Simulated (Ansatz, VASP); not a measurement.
## MoS2 in VASP and in Ansatz

```xyz
6
Lattice="3.1492 0.0000 0.0000 -1.5746 2.7273 0.0000 0.0000 0.0000 12.0897" Properties=species:S:1:pos:R:3 pbc="T T T"
Mo    0.0000    1.8182    3.0224
Mo    1.5746    0.9091    9.0673
S     0.0000    1.8182    7.5016
S     1.5746    0.9091    1.4567
S     0.0000    1.8182   10.6331
S     1.5746    0.9091    4.5882
```

Alike in both runs: task single point; functional PBE; dispersion D3(BJ); k mesh 10 × 10 × 4; occupations gaussian, width 0.05 eV; no spin polarisation.

```csv
,VASP,Ansatz
version,VASP 6.6.1,Ansatz 0.2.0
potentials or method,"VASP PAW PBE potentials, release 64 (Mo_sv, S), cutoff 520 eV","scalar-relativistic, plane waves, PAW"
valence electrons in the cell,52,52
```

```csv
,VASP,Ansatz,Ansatz less VASP
gap on the k mesh at the Fermi level (eV),0.84,0.82,-0.017
least direct gap on the mesh (eV),1.91,1.90,-0.004
pressure (GPa),-0.1,0.0,+0.13
rms of the force components (eV/Å),0.005,0.001,-0.0042
```

Atom by atom the forces differ by 0.006 eV/Å (rms over components).
